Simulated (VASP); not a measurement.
# Si32Au (a cell with a defect) in VASP: single point with PBE

Aim: the single point of Si32Au (a cell with a defect) with PBE.

Everything below comes from runs of VASP 6.6.1. Logs are shortened: lines on timing, memory, paths and dates and some standing lists are left out, and cuts for length are marked.

## Step 1: The cell of the first run

The cell holds a defect, 33 atoms: a = 9.474 Å, b = 9.474 Å, c = 9.474 Å, α = 109.47°, β = 109.47°, γ = 109.47°.

## Step 2: Single point, PBE

INCAR

```
SYSTEM = Si32Au
PREC = Accurate
ENCUT = 520
EDIFF = 1E-6
ISMEAR = 0
SIGMA = 0.02
LREAL = Auto
LASPH = .TRUE.
NELM = 80
ALGO = Normal
ISIF = 2
LWAVE = .FALSE.
LCHARG = .FALSE.
GGA = PE
NBANDS = 92
NELECT = 138.0
```

KPOINTS

```
Automatic mesh
0
Gamma
  2 2 2
  0.5 0.5 0.5
```

POSCAR

```
Si32Au
1.0
    5.4700937551     -5.4700937551      5.4700937551
   -5.4700937551     -5.4700937551     -5.4700937551
    5.4700937551      5.4700937551     -5.4700937551
Si Au
32 1
Direct
    0.5003750617     -0.0012228310      0.7493486736
    0.7493744502     -0.0012329770      0.5003362141
    0.7419042857      0.7481568293      0.7418587654
   -0.0000872928      0.0061548305      0.2579354328
   -0.0000848249      0.7492194254      0.4855595935
   -0.0000560319      0.4961752251      0.7441926377
    0.2579748288      0.0061657078     -0.0001328131
    0.2556235894      0.7518542066      0.2555868441
    0.2489532284      0.4983312210      0.4994671248
    0.2505334573      0.2493338435      0.7509310048
    0.4856465207      0.7492152207     -0.0001309850
    0.4995086231      0.4983431952      0.2489237042
    0.5141135830      0.2634086479      0.5140667831
    0.7442482126      0.4961818977     -0.0000934170
    0.7509668360      0.2493289075      0.2504881198
   -0.0000691944      0.2488138341     -0.0001119725
    0.4986611057      0.2473442980      0.7511572350
    0.7511975450      0.2473320496      0.4986140315
    0.7503545065      0.0018331496      0.7503205948
   -0.0000422296      0.2514104989      0.2494737862
   -0.0000409499      0.0018271168      0.5031446668
    0.0000419554      0.7439488576      0.7286691378
    0.2495203119      0.2514188169     -0.0000764155
    0.2709742404      0.0150007484      0.2709827411
    0.2525102972      0.7486274794      0.5011878448
    0.2486491203      0.4960262331      0.7473153447
    0.5031757449      0.0018131316     -0.0000735819
    0.5012235846      0.7486306786      0.2524552708
    0.4967489812      0.4985795714      0.4967158922
    0.7288099946      0.7439930981      0.0000486281
    0.7473467884      0.4960203831      0.2485975672
   -0.0000501820      0.4994771794     -0.0000885725
   -0.0002395754     -0.2079019210     -0.0003856424
```

Potentials or basis: VASP PAW PBE potentials, release 64 (Si, Au).

On the command line:

```console
$ cat potpaw_PBE.64/Si/POTCAR potpaw_PBE.64/Au/POTCAR > POTCAR
$ mpirun -np 1 vasp_std > vasp.out
```

OUTCAR:

```text
SYSTEM = Si32Au
   PREC = Accurate
   ENCUT = 520
   EDIFF = 1E-6
   ISMEAR = 0
   LREAL = Auto
   LASPH = .TRUE.
   NELM = 80
   ISIF = 2
   GGA = PE
   NELECT = 138.0

 ion  position               nearest neighbor table
   1  0.500  0.999  0.749-  17 2.35  27 2.36  19 2.36  25 2.36
   2  0.749  0.999  0.500-  18 2.35  21 2.36  19 2.36  28 2.36
   3  0.742  0.748  0.742-  29 2.34  19 2.35  22 2.50  30 2.50  33 2.60
   4  1.000  0.006  0.258-  21 2.34  20 2.35  30 2.50  24 2.50  33 2.61
   5  1.000  0.749  0.486-  22 2.32  21 2.34  31 2.35  25 2.35
   6  1.000  0.496  0.744-  26 2.35  18 2.35  22 2.40  32 2.41  33 3.03
   7  0.258  0.006  1.000-  27 2.34  23 2.35  22 2.50  24 2.50  33 2.60
   8  0.256  0.752  0.256-  25 2.35  28 2.35  24 2.40  32 2.41  33 3.04
   9  0.249  0.498  0.499-  25 2.35  29 2.36  20 2.36  26 2.36
  10  0.251  0.249  0.751-  26 2.35  21 2.36  23 2.36  17 2.36
  11  0.486  0.749  1.000-  30 2.32  27 2.34  26 2.35  28 2.35
  12  0.500  0.498  0.249-  28 2.35  29 2.36  23 2.36  31 2.36
  13  0.514  0.263  0.514-  24 2.32  29 2.34  18 2.35  17 2.35
  14  0.744  0.496  1.000-  31 2.35  17 2.35  30 2.40  32 2.41  33 3.03
  15  0.751  0.249  0.250-  31 2.35  27 2.36  20 2.36  18 2.36
  16  1.000  0.249  1.000-  19 2.36  23 2.36  20 2.36  32 2.37
  17  0.499  0.247  0.751-  14 2.35  13 2.35   1 2.35  10 2.36
  18  0.751  0.247  0.499-   6 2.35  13 2.35   2 2.35  15 2.36
  19  0.750  0.002  0.750-   3 2.35   2 2.36   1 2.36  16 2.36
  20  1.000  0.251  0.249-   4 2.35  15 2.36   9 2.36  16 2.36
  21  1.000  0.002  0.503-   4 2.34   5 2.34  10 2.36   2 2.36
  22  0.000  0.744  0.729-   5 2.32   6 2.40  33 2.45   7 2.50   3 2.50
  23  0.250  0.251  1.000-   7 2.35  10 2.36  12 2.36  16 2.36
  24  0.271  0.015  0.271-  13 2.32   8 2.40  33 2.46   4 2.50   7 2.50
  25  0.253  0.749  0.501-   8 2.35   5 2.35   9 2.35   1 2.36
  26  0.249  0.496  0.747-   6 2.35  11 2.35  10 2.35   9 2.36
  27  0.503  0.002  1.000-   7 2.34  11 2.34  15 2.36   1 2.36
  28  0.501  0.749  0.252-   8 2.35  11 2.35  12 2.35   2 2.36
  29  0.497  0.499  0.497-   3 2.34  13 2.34   9 2.36  12 2.36
  30  0.729  0.744  0.000-  11 2.32  14 2.40  33 2.45   4 2.50   3 2.50
  31  0.747  0.496  0.249-  14 2.35   5 2.35  15 2.35  12 2.36
  32  1.000  0.499  1.000-  16 2.37   8 2.41  14 2.41   6 2.41  33 2.77
  33  1.000  0.792  1.000-  22 2.45  30 2.45  24 2.46   3 2.60   7 2.60   4 2.61  32 2.77   6 3.03
                            14 3.03   8 3.04

  LATTYP: Found a body centered cubic cell.
 ALAT       =    10.9401875102

  Lattice vectors:

 A1 = (   5.4700937551,  -5.4700937551,   5.4700937551)
 A2 = (  -5.4700937551,  -5.4700937551,  -5.4700937551)
 A3 = (   5.4700937551,   5.4700937551,  -5.4700937551)

Analysis of symmetry for initial positions (statically):
=====================================================================
 Subroutine PRICEL returns:
 Original cell was already a primitive cell.

 Routine SETGRP: Setting up the symmetry group for a
 body centered cubic supercell.

 Subroutine GETGRP returns: Found  1 space group operations
 (whereof  1 operations were pure point group operations)
 out of a pool of 48 trial point group operations.

The static configuration has the point symmetry C_1 .

Analysis of symmetry for dynamics (positions and initial velocities):
=====================================================================
 Subroutine PRICEL returns:
 Original cell was already a primitive cell.

 Routine SETGRP: Setting up the symmetry group for a
 body centered cubic supercell.

 Subroutine GETGRP returns: Found  1 space group operations
 (whereof  1 operations were pure point group operations)
 out of a pool of 48 trial point group operations.

The dynamic configuration has the point symmetry C_1 .

 Subroutine INISYM returns: Found  1 space group operations
 (whereof  1 operations are pure point group operations),
 and found     1 'primitive' translations

----------------------------------------------------------------------------------------

                                     Primitive cell

  volume of cell :     654.7030

  direct lattice vectors                    reciprocal lattice vectors
     5.470093755 -5.470093755  5.470093755     0.091406112 -0.091406112  0.000000000
    -5.470093755 -5.470093755 -5.470093755     0.000000000 -0.091406112 -0.091406112
     5.470093755  5.470093755 -5.470093755     0.091406112  0.000000000 -0.091406112

  length of vectors
     9.474480306  9.474480306  9.474480306     0.129267763  0.129267763  0.129267763

  position of ions in fractional coordinates (direct lattice)
     0.500375062  0.998777169  0.749348674
     0.749374450  0.998767023  0.500336214
     0.741904286  0.748156829  0.741858765
     0.999912707  0.006154831  0.257935433
     0.999915175  0.749219425  0.485559593
     0.999943968  0.496175225  0.744192638
[... 25 lines left out ...]
     0.999949818  0.499477179  0.999911428
     0.999760425  0.792098079  0.999614358

  ion indices of the primitive-cell ions
   primitive index   ion index
                 1           1
                 2           2
                 3           3
                 4           4
                 5           5
                 6           6
[... 25 lines left out ...]
                32          32
                33          33

----------------------------------------------------------------------------------------

 KPOINTS: Automatic mesh

Automatic generation of k-mesh.
 Grid dimensions read from file:
 generate k-points for:    2    2    2

 Generating k-lattice:

  Cartesian coordinates                     Fractional coordinates (reciprocal lattice)
     0.045703056 -0.045703056  0.000000000     0.500000000  0.000000000  0.000000000
     0.000000000 -0.045703056 -0.045703056     0.000000000  0.500000000  0.000000000
     0.045703056  0.000000000 -0.045703056     0.000000000  0.000000000  0.500000000

  Length of vectors
     0.064633881  0.064633881  0.064633881

  Shift w.r.t. Gamma in fractional coordinates (k-lattice)
     0.500000000  0.500000000  0.500000000

 Subroutine IBZKPT returns following result:
 ===========================================

 Found      4 irreducible k-points:

 Following reciprocal coordinates:
            Coordinates               Weight
  0.250000  0.250000  0.250000      2.000000
 -0.250000  0.250000  0.250000      2.000000
  0.250000 -0.250000  0.250000      2.000000
  0.250000  0.250000 -0.250000      2.000000
   k-points           NKPTS =      4   k-points in BZ     NKDIM =      4   number of bands    NBANDS=     92
   number of dos      NEDOS =    301   number of ions     NIONS =     33
   total plane-waves  NPLWV = 343000
   dimension x,y,z NGX =    70 NGY =   70 NGZ =   70
   dimension x,y,z NGXF=   140 NGYF=  140 NGZF=  140
   ions per type =              32   1
   NGX,Y,Z   is equivalent  to a cutoff of  12.28, 12.28, 12.28 a.u.
   NGXF,Y,Z  is equivalent  to a cutoff of  24.57, 24.57, 24.57 a.u.
 SYSTEM =  Si32Au
   PREC   = accura    normal or accurate (medium, high low for compatibility)
   ISTART =      0    job   : 0-new  1-cont  2-samecut
   ICHARG =      2    charge: 1-file 2-atom 10-const
   ISPIN  =      1    spin polarized calculation?
   LNONCOLLINEAR =      F non collinear calculations
   LSORBIT =      F    spin-orbit coupling
   LASPH  =      T    aspherical Exc in radial PAW
   ENCUT  =  520.0 eV  38.22 Ry    6.18 a.u.  17.62 17.62 17.62*2*pi/ulx,y,z
   NELM   =     80;   NELMIN=  2; NELMDL= -5     # of ELM steps
   EDIFF  = 0.1E-05   stopping-criterion for ELM
   LREAL  =      T    real-space projection
   EDIFFG = 0.1E-04   stopping-criterion for IOM
   NSW    =      0    number of steps for IOM
   IBRION =     -1    ionic relax: 0-MD 1-quasi-New 2-CG
   NFREE  =      0    steps in history (QN), initial steepest desc. (CG)
   ISIF   =      2    stress and relaxation
   ISYM   =      2    0-nonsym 1-usesym 2-fastsym
   POTIM  = 0.5000    time-step for ionic-motion
   TEBEG  =    0.0;   TEEND  =   0.0 temperature during run
   PSTRESS=    0.0 pullay stress
   NELECT =     138.0000    total number of electrons
   NUPDOWN=      -1.0000    fix difference up-down
   EMIN   =  10.00;   EMAX   =-10.00  energy-range for DOS
   EFERMI =   0.00;   METHOD = LEGACY
   ISMEAR =     0;   SIGMA  =   0.02  broadening in eV -4-tet -1-fermi 0-gaus
   EFERMI_NEDOS =   21; number of points for ismear=-14 and -15
   IALGO  =     38    algorithm
   IMIX   =      4    mixing-type and parameters
     AMIX     =   0.40;   BMIX     =  1.00
     AMIX_MAG =   1.60;   BMIX_MAG =  1.00
  volume/ion in A,a.u.               =      19.84       133.88
  Fermi-wavevector in a.u.,A,eV,Ry     =   0.974286  1.841133 12.915100  0.949233
  Thomas-Fermi vector in A             =   2.104733
   LORBIT       =      0    0 simple, 1 ext, 2 COOP (PROOUT), +10 PAW based schemes
   GGA     = PE    functional components
   LHFCALC =     F    Hartree Fock is set to
   AEXX    =    0.0000 exact exchange contribution
   IVDW    =     0    specifies the selected vdW correction
   LEPSILON=     F    determine dielectric tensor
   LRPA    =     F    only Hartree local field effects (RPA)
 non-spin polarized calculation
 Gauss-broadening in eV      SIGMA  =   0.02
  energy-cutoff  :      520.00
  volume of cell :      654.70
 maximum number of plane-waves:     17628
 NGX is ok and might be reduce to    70
   NGX = 35   NGY = 35   NGZ = 35

 number of electron     138.0000001 magnetization

 Free energy of the ion-electron system (eV)
  ---------------------------------------------------
  ext. energy  EPLUGINS =         0.00000000
  ---------------------------------------------------
  free energy    TOTEN  =      -180.53979055 eV

  energy without entropy =     -180.53979055  energy(sigma->0) =     -180.53979055

 E-fermi :   5.5906     XC(G=0):  -9.4847

 val. band max:        5.4874442877   @ k =   0.2500   0.2500   0.2500
 cond. band min:       6.4025280007   @ k =  -0.2500   0.2500   0.2500
 fundamental gap:      0.9150837131
 Fermi energy:         5.5905571251

 k-point     1 :       0.2500    0.2500    0.2500
  band No.  band energies     occupation
      1      -5.5177      2.00000
      2      -5.1449      2.00000
      3      -5.1445      2.00000
      4      -5.1105      2.00000
      5      -3.6165      2.00000
      6      -3.4468      2.00000
[... 325 lines left out ...]
     80       8.2314      0.00000
     81       8.2888      0.00000
 [bands above 81 left out]

------------------------ aborting loop because EDIFF is reached ----------------------------------------

  FORCE on cell =-STRESS in cart. coord.  units (eV):
  Direction    XX          YY          ZZ          XY          YZ          ZX
  --------------------------------------------------------------------------------------
  -------------------------------------------------------------------------------------
  Total       -1.0894776     -1.0933069     -1.0945597     -1.0659478     -1.0869198     -1.0738628
  in kB       -2.6661501     -2.6755211     -2.6785868     -2.6085683     -2.6598908     -2.6279378
  external PRESSURE =      -2.6734193 kB  Pullay stress =       0.0000000 kB

 VOLUME and BASIS-vectors are now :
 -----------------------------------------------------------------------------
  energy-cutoff  :      520.00
  volume of cell :      654.70
      direct lattice vectors                 reciprocal lattice vectors
     5.470093755 -5.470093755  5.470093755     0.091406112 -0.091406112  0.000000000
    -5.470093755 -5.470093755 -5.470093755     0.000000000 -0.091406112 -0.091406112
     5.470093755  5.470093755 -5.470093755     0.091406112  0.000000000 -0.091406112

 POSITION                                       TOTAL-FORCE (eV/Angst)
 -----------------------------------------------------------------------------------
      1.37270     -4.10150     -6.82531        -0.002711      0.001010      0.000660
      1.37269     -6.82561     -4.10109        -0.002218      0.000627      0.001601
      4.02384     -4.09274     -4.09224         0.016037     -0.001443     -0.001520
      6.84688     -4.09235      4.02502        -0.001453     -0.002222      0.015390
      4.02739     -6.91187     -1.28473        -0.000643     -0.001597     -0.003791
      6.82647     -4.11311     -1.31514         0.001641      0.001407      0.000208
[... 25 lines left out ...]
      8.20724     -2.73240     -2.73198         0.000049      0.000517      0.000837
      6.60392     -4.33365     -4.33205        -0.031824     -0.037367     -0.041629
 -----------------------------------------------------------------------------------
    total drift:                                0.003489      0.000430     -0.002087

  FREE ENERGIE OF THE ION-ELECTRON SYSTEM (eV)
  ---------------------------------------------------
  free  energy   TOTEN  =      -180.5397905456 eV

  energy  without entropy=     -180.5397905456  energy(sigma->0) =     -180.53979055
```

It took 9.4 min on 1 thread of AMD EPYC 7R13 (Zen 3), shared host; peak memory 0.71 GiB.

What came out:

- Free energy: -180.5398 eV
- Largest force: 0.064 eV/Å

Forces on the atoms (eV/Å):
```
Si  -0.003  0.001  0.001
Si  -0.002  0.001  0.002
Si   0.016 -0.001 -0.002
Si  -0.001 -0.002  0.015
Si  -0.001 -0.002 -0.004
Si   0.002  0.001  0.000
Si  -0.002  0.016 -0.002
Si   0.000  0.001  0.001
Si   0.001  0.001 -0.002
Si   0.000 -0.002  0.002
Si  -0.001 -0.004 -0.002
Si   0.001 -0.002  0.001
Si  -0.003 -0.001 -0.002
Si   0.001  0.000  0.001
Si   0.000  0.002 -0.002
Si  -0.007 -0.007 -0.007
Si   0.003  0.001  0.000
Si   0.002  0.000  0.001
Si   0.000 -0.002 -0.001
Si  -0.002 -0.001  0.001
Si   0.000  0.001  0.003
Si   0.013  0.016 -0.002
Si  -0.002  0.001 -0.001
Si  -0.001  0.013  0.015
Si   0.002  0.000  0.003
Si  -0.001  0.002  0.001
Si   0.000  0.003  0.001
Si   0.001  0.003  0.000
Si   0.002  0.001  0.001
Si   0.012 -0.002  0.016
Si  -0.001  0.001  0.002
Si   0.000  0.001  0.001
Au  -0.032 -0.037 -0.042
```

Caveat: the cell carries a net charge on a neutralising background, which shifts energy and pressure; the cell is charged against a uniform background, so pressure and absolute levels hang on convention; spin-orbit coupling is left out, which moves the levels of the heavy elements.
